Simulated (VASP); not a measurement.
# LiH (Fm-3m) in VASP: G0W0 quasiparticle levels with PBE

Aim: the G0W0 quasiparticle levels of LiH with PBE.

Program: VASP 6.6.1. These are calculated values, not measurements. Logs are shortened: lines on timing, memory, paths and dates and some standing lists are left out, and cuts for length are marked.

**1. The cell of the first run**

Symmetry: Fm-3m, No. 225, cubic system. The conventional cell has a = 3.997 Å, b = 3.997 Å, c = 3.997 Å, α = 90.00°, β = 90.00°, γ = 90.00°. Li (site symmetry m-3m) has 6 H at 2.00 Å within 2.6 Å. Within 2.6 Å of H (site symmetry m-3m) lie 6 Li at 2.00 Å.

**2. G0W0 quasiparticle levels, PBE**

The input, POSCAR:

```
LiH
1.0
    0.0000000000      1.9984726947      1.9984726947
    1.9984726947      0.0000000000      1.9984726947
    1.9984726947      1.9984726947      0.0000000000
Li H
1 1
Direct
    0.0000000000      0.0000000000      0.0000000000
    0.5000000000      0.5000000000      0.5000000000
```

The input, INCAR.step1:

```
ALGO = Normal ; EDIFF = 1E-8
ENCUT = 500 ; GGA = PE
ISMEAR = 0 ; LASPH = True
LCHARG = False ; LREAL = False
LWAVE = True ; NELM = 60
PREC = Accurate ; SIGMA = 0.01
```

The input, INCAR.step2:

```
ALGO = Exact ; EDIFF = 1E-8
ENCUT = 500 ; GGA = PE
ISMEAR = 0 ; ISTART = 1
LASPH = True ; LCHARG = False
LOPTICS = True ; LREAL = False
LWAVE = True ; NBANDS = 37
NELM = 1 ; PREC = Accurate
SIGMA = 0.01
```

The input, INCAR.step3:

```
ALGO = EVGW0 ; EDIFF = 1E-8
ENCUT = 500 ; ENCUTGW = 100.0
GGA = PE ; ISMEAR = 0
ISTART = 1 ; LASPH = True
LCHARG = False ; LREAL = False
LWAVE = False ; NBANDS = 37
NBANDSGW = 9 ; NELMGW = 1
NOMEGA = 96 ; OMEGAMAX = 30
PREC = Accurate ; PRECFOCK = Fast
SIGMA = 0.01
```

The input, KPOINTS:

```
k-points
0
Gamma
  8 8 8
```

Potentials or basis: VASP PAW PBE potentials, release 64 (Li_GW, H_GW).

Command:

```sh
cat potpaw_PBE.64/Li_GW/POTCAR potpaw_PBE.64/H_GW/POTCAR > POTCAR
cp INCAR.step1 INCAR
mpirun -np 1 vasp_std > vasp.out
cp INCAR.step2 INCAR
mpirun -np 1 vasp_std > vasp.out
cp INCAR.step3 INCAR
mpirun -np 1 vasp_std > vasp.out
```

OUTCAR:

```text
EDIFF = 1E-8
   ENCUT = 500
   ENCUTGW = 100.0
   GGA = PE
   ISMEAR = 0
   ISTART = 1
   LASPH = True
   LREAL = False
   NELMGW = 1
   PREC = Accurate
   PRECFOCK = Fast

 ion  position               nearest neighbor table
   1  0.000  0.000  0.000-   2 2.00   2 2.00   2 2.00   2 2.00   2 2.00   2 2.00
   2  0.500  0.500  0.500-   1 2.00   1 2.00   1 2.00   1 2.00   1 2.00   1 2.00

  LATTYP: Found a face centered cubic cell.
 ALAT       =     3.9969453894

  Lattice vectors:

 A1 = (   0.0000000000,   1.9984726947,   1.9984726947)
 A2 = (   1.9984726947,   0.0000000000,   1.9984726947)
 A3 = (   1.9984726947,   1.9984726947,   0.0000000000)

Analysis of symmetry for initial positions (statically):
=====================================================================
 Subroutine PRICEL returns:
 Original cell was already a primitive cell.

 Routine SETGRP: Setting up the symmetry group for a
 face centered cubic supercell.

 Subroutine GETGRP returns: Found 48 space group operations
 (whereof 48 operations were pure point group operations)
 out of a pool of 48 trial point group operations.

The static configuration has the point symmetry O_h .

Analysis of symmetry for dynamics (positions and initial velocities):
=====================================================================
 Subroutine PRICEL returns:
 Original cell was already a primitive cell.

 Routine SETGRP: Setting up the symmetry group for a
 face centered cubic supercell.

 Subroutine GETGRP returns: Found 48 space group operations
 (whereof 48 operations were pure point group operations)
 out of a pool of 48 trial point group operations.

The dynamic configuration has the point symmetry O_h .

 Subroutine INISYM returns: Found 48 space group operations
 (whereof 48 operations are pure point group operations),
 and found     1 'primitive' translations

----------------------------------------------------------------------------------------

                                     Primitive cell

  volume of cell :      15.9634

  direct lattice vectors                    reciprocal lattice vectors
     0.000000000  1.998472695  1.998472695    -0.250191059  0.250191059  0.250191059
     1.998472695  0.000000000  1.998472695     0.250191059 -0.250191059  0.250191059
     1.998472695  1.998472695  0.000000000     0.250191059  0.250191059 -0.250191059

  length of vectors
     2.826267189  2.826267189  2.826267189     0.433343626  0.433343626  0.433343626

  position of ions in fractional coordinates (direct lattice)
     0.000000000  0.000000000  0.000000000
     0.500000000  0.500000000  0.500000000

  ion indices of the primitive-cell ions
   primitive index   ion index
                 1           1
                 2           2

----------------------------------------------------------------------------------------

 KPOINTS: k-points

Automatic generation of k-mesh.
 Grid dimensions read from file:
 generate k-points for:    8    8    8

 Generating k-lattice:

  Cartesian coordinates                     Fractional coordinates (reciprocal lattice)
    -0.031273882  0.031273882  0.031273882     0.125000000  0.000000000  0.000000000
     0.031273882 -0.031273882  0.031273882     0.000000000  0.125000000  0.000000000
     0.031273882  0.031273882 -0.031273882     0.000000000  0.000000000  0.125000000

  Length of vectors
     0.054167953  0.054167953  0.054167953

  Shift w.r.t. Gamma in fractional coordinates (k-lattice)
     0.000000000  0.000000000  0.000000000

 Subroutine IBZKPT returns following result:
 ===========================================

 Found     29 irreducible k-points:

 Following reciprocal coordinates:
            Coordinates               Weight
  0.000000  0.000000  0.000000      1.000000
  0.125000  0.000000  0.000000      8.000000
  0.250000  0.000000  0.000000      8.000000
  0.375000  0.000000  0.000000      8.000000
  0.500000  0.000000  0.000000      4.000000
  0.125000  0.125000  0.000000      6.000000
[... 16 lines left out ...]
  0.500000  0.250000  0.125000     48.000000
 -0.375000  0.250000  0.125000     24.000000
 [... further k-points ...]
   k-points           NKPTS =     29   k-points in BZ     NKDIM =    512   number of bands    NBANDS=     37
   number of dos      NEDOS =    301   number of ions     NIONS =      2
   total plane-waves  NPLWV =  13824
   dimension x,y,z NGX =    24 NGY =   24 NGZ =   24
   dimension x,y,z NGXF=    48 NGYF=   48 NGZF=   48
   ions per type =               1   1
   NGX,Y,Z   is equivalent  to a cutoff of  14.12, 14.12, 14.12 a.u.
   NGXF,Y,Z  is equivalent  to a cutoff of  28.23, 28.23, 28.23 a.u.
 SYSTEM =  unknown system
   PREC   = accura    normal or accurate (medium, high low for compatibility)
   ISTART =      1    job   : 0-new  1-cont  2-samecut
   ICHARG =      0    charge: 1-file 2-atom 10-const
   ISPIN  =      1    spin polarized calculation?
   LNONCOLLINEAR =      F non collinear calculations
   LSORBIT =      F    spin-orbit coupling
   LASPH  =      T    aspherical Exc in radial PAW
   ENCUT  =  500.0 eV  36.75 Ry    6.06 a.u.   5.15  5.15  5.15*2*pi/ulx,y,z
   NELM   =     60;   NELMIN=  2; NELMDL=  0     # of ELM steps
   EDIFF  = 0.1E-07   stopping-criterion for ELM
   LREAL  =      F    real-space projection
   EDIFFG = 0.1E-06   stopping-criterion for IOM
   NSW    =      0    number of steps for IOM
   IBRION =     -1    ionic relax: 0-MD 1-quasi-New 2-CG
   NFREE  =      0    steps in history (QN), initial steepest desc. (CG)
   ISIF   =      0    stress and relaxation
   ISYM   =      3    0-nonsym 1-usesym 2-fastsym
   POTIM  = 0.5000    time-step for ionic-motion
   TEBEG  =    0.0;   TEEND  =   0.0 temperature during run
   PSTRESS=    0.0 pullay stress
   NELECT =       2.0000    total number of electrons
   NUPDOWN=      -1.0000    fix difference up-down
   EMIN   =  10.00;   EMAX   =-10.00  energy-range for DOS
   EFERMI =   0.00;   METHOD = LEGACY
   ISMEAR =     0;   SIGMA  =   0.01  broadening in eV -4-tet -1-fermi 0-gaus
   EFERMI_NEDOS =   21; number of points for ismear=-14 and -15
   IALGO  =     38    algorithm
   IMIX   =      4    mixing-type and parameters
     AMIX     =   0.40;   BMIX     =  1.00
     AMIX_MAG =   1.60;   BMIX_MAG =  1.00
  volume/ion in A,a.u.               =       7.98        53.86
  Fermi-wavevector in a.u.,A,eV,Ry     =   0.819175  1.548016  9.130155  0.671047
  Thomas-Fermi vector in A             =   1.929933
   LORBIT       =      0    0 simple, 1 ext, 2 COOP (PROOUT), +10 PAW based schemes
   GGA     = PE    functional components
   LHFCALC =     T    Hartree Fock is set to
   PRECFOCK=fast      Normal, Fast or Accurate (Low or Medium for compatibility)
   ENCUT4O =  -1.0   cutoff for four orbital integrals eV
   NKREDX  =     1    reduce k-point grid by
   NKREDY  =     1    reduce k-point grid by
   NKREDZ  =     1    reduce k-point grid by
   AEXX    =    1.0000 exact exchange contribution
   HFSCREEN=    0.0000 screening length (either q_TF or 0.3 A-1)
   HFSCREENC=   0.0000 screening length for correlation (either q_TF or 0.3 A-1)
   ENCUTFOCK=  -1.0 apply spherical cutoff to Coloumb kernel
   IVDW    =     0    specifies the selected vdW correction
   LEPSILON=     F    determine dielectric tensor
   LRPA    =     F    only Hartree local field effects (RPA)
   LRPAFORCE           =     F    calculate RPA forces
   ENCUTGW             = 100.0    cutoff for response function in eV
   ENCUTGWSOFT         =  80.0    soft cutoff for Coulomb kernel in GW response function in eV
   ENCUTLF             =  -1.0    cutoff for local field effects
   NELMGW              =     1    number of iterations in solving QP/BSE equation
   NELMHF              =     1    number of iterations in the inner HF iteration
   NKREDLFX            =     1    NKREDLFY  =   1   NKREDLFZ  =   1
 non-spin polarized calculation
 Gauss-broadening in eV      SIGMA  =   0.01
  energy-cutoff  :      500.00
  volume of cell :       15.96
 maximum number of plane-waves:       416
 NGX is ok and might be reduce to    24
  NGX = 14; NGY = 14; NGZ = 14
   NGX = 11   NGY = 11   NGZ = 11
 maximum number of plane-waves:        43
 NGX is ok and might be reduce to    10

 QP shifts <psi_nk| G(iteration)W_0 |psi_nk>: iteration 1
 for sc-GW calculations column KS-energies equals QP-energies in previous step
 and V_xc(KS)=  KS-energies - (<T + V_ion + V_H > + <T+V_H+V_ion>^1  + <V_x>^1)

 k-point   1 :       0.0000    0.0000    0.0000
  band No.  KS-energies  QP-energies   sigma(KS)   V_xc(KS)     V^pw_x(r,r')   Z            occupation Imag(sigma)

      1      -8.1370      -9.5740     -11.5006      -9.3636     -15.2196       0.6724       2.0000       0.2852
      2      13.5601      14.4231     -10.0972     -11.3131      -4.1572       0.7098       0.0000      -1.0131
      3      15.3479      16.4574      -6.4976      -7.9779      -1.3830       0.7496       0.0000      -0.6035
      4      15.3479      16.4574      -6.4976      -7.9779      -1.3830       0.7496       0.0000      -0.6035
      5      15.3479      16.4574      -6.4976      -7.9779      -1.3830       0.7496       0.0000      -0.6035
      6      20.0857      20.6812      -6.6427      -7.2808      -1.1060       0.9331       0.0000      -2.1931
      7      20.0857      20.6812      -6.6427      -7.2808      -1.1060       0.9331       0.0000      -2.1931
      8      20.0857      20.6812      -6.6427      -7.2808      -1.1060       0.9331       0.0000      -2.1931
      9      21.7385      22.4592      -5.9543      -6.7865      -0.8235       0.8659       0.0000      -1.9009

 k-point   2 :       0.1250    0.0000    0.0000
  band No.  KS-energies  QP-energies   sigma(KS)   V_xc(KS)     V^pw_x(r,r')   Z            occupation Imag(sigma)

      1      -7.8574      -9.2855     -11.5034      -9.3956     -15.0914       0.6776       2.0000       0.2642
      2      11.3148      12.1047      -8.2307      -9.3153      -3.0439       0.7283       0.0000      -0.5702
      3      14.0214      14.8562      -8.2747      -9.4091      -2.6483       0.7359       0.0000      -0.9313
      4      14.7886      15.7919      -6.5180      -7.8571      -1.3820       0.7493       0.0000      -0.6440
      5      14.7886      15.7919      -6.5180      -7.8571      -1.3820       0.7493       0.0000      -0.6440
      6      19.6741      20.4573      -6.3013      -7.2418      -0.9586       0.8328       0.0000      -1.6503
      7      21.2828      22.1410      -6.3736      -7.3287      -0.9815       0.8985       0.0000      -2.0999
      8      21.2828      22.1410      -6.3736      -7.3287      -0.9815       0.8985       0.0000      -2.0999
      9      23.3352      25.0262      -6.6094      -8.4022      -1.6179       0.9432       0.0000      -2.2540

 k-point   3 :       0.2500    0.0000    0.0000
  band No.  KS-energies  QP-energies   sigma(KS)   V_xc(KS)     V^pw_x(r,r')   Z            occupation Imag(sigma)

      1      -7.0572      -8.4563     -11.5338      -9.5142     -14.7538       0.6928       2.0000       0.2125
      2       7.1275       7.8272      -7.3527      -8.2962      -2.8904       0.7416       0.0000      -0.2275
      3      12.5367      13.3084      -8.7671      -9.8311      -3.1781       0.7253       0.0000      -0.8277
      4      14.0859      15.0051      -6.4825      -7.7076      -1.3327       0.7503       0.0000      -0.6573
      5      14.0859      15.0051      -6.4825      -7.7076      -1.3327       0.7503       0.0000      -0.6573
      6      19.6478      20.6723      -6.9191      -8.1142      -1.5657       0.8573       0.0000      -1.7957
      7      19.6478      20.6723      -6.9191      -8.1142      -1.5657       0.8573       0.0000      -1.7957
      8      21.1261      22.0424      -6.1915      -7.2983      -0.8705       0.8279       0.0000      -1.6583
      9      25.0149      26.3701      -6.2445      -7.7265      -1.1433       0.9144       0.0000      -2.3262
[... 251 lines left out ...]
      1      -5.0967      -6.3975     -11.7459      -9.9605     -14.1402       0.7286       2.0000       0.1309
      2       3.9350       4.6226      -7.0553      -7.9500      -3.1823       0.7684       0.0000      -0.1267
      3       6.5434       7.2797      -7.4190      -8.4104      -3.0431       0.7427       0.0000      -0.2141
      4      10.9798      11.7182      -6.8307      -7.8207      -1.8465       0.7458       0.0000      -0.4910
      5      14.2833      15.1841      -6.9144      -8.1273      -1.5361       0.7427       0.0000      -0.7803
      6      19.8316      20.6254      -6.6765      -7.6168      -1.2452       0.8442       0.0000      -1.8022
      7      21.8773      23.1167      -6.7820      -8.2203      -1.4642       0.8617       0.0000      -1.8731
      8      24.6443      26.1747      -6.9755      -8.6611      -1.5725       0.9079       0.0000      -2.3882
      9      28.5009      30.0338      -5.7957      -7.5549      -0.7806       0.8714       0.0000      -2.2563

 k-point  24 :      -0.3750    0.2500    0.1250
  band No.  KS-energies  QP-energies   sigma(KS)   V_xc(KS)     V^pw_x(r,r')   Z            occupation Imag(sigma)

      1      -4.3732      -5.6442     -12.0146     -10.2984     -14.1772       0.7406       2.0000       0.1109
      2       2.4498       3.0953      -6.6633      -7.4893      -3.0251       0.7814       0.0000      -0.1040
      3       6.2490       6.9929      -7.5174      -8.5134      -3.2008       0.7469       0.0000      -0.2042
      4      10.7254      11.4379      -6.7393      -7.6939      -1.7963       0.7464       0.0000      -0.4679
      5      13.8794      14.7848      -7.0118      -8.2349      -1.6552       0.7403       0.0000      -0.7478
      6      20.5800      21.4866      -6.9152      -7.9695      -1.4784       0.8598       0.0000      -1.8962
      7      23.6494      24.8916      -6.9390      -8.3630      -1.3994       0.8723       0.0000      -2.2193
      8      24.8673      26.2645      -6.0579      -7.6707      -0.8883       0.8663       0.0000      -1.9604
      9      26.1162      27.7810      -6.3160      -8.1822      -1.3158       0.8921       0.0000      -2.1876

 [... further k-points ...]
```

Run time: 4.7 min. Hardware: 1 thread of Intel Xeon 8259CL, shared host; peak memory 0.38 GiB.

Results:

```yaml
Quasiparticle_gap: 4.84 eV
Least_direct_quasiparticle_gap: 4.84 eV
Band_gap_of_the_starting_levels_on_the_mesh: 2.98 eV
Least_direct_gap_of_the_starting_levels_on_the_mesh: 2.98 eV
```

Caveat: bands, screening cutoff and mesh are small and nothing is extrapolated, so the quasiparticle values aren't converged.
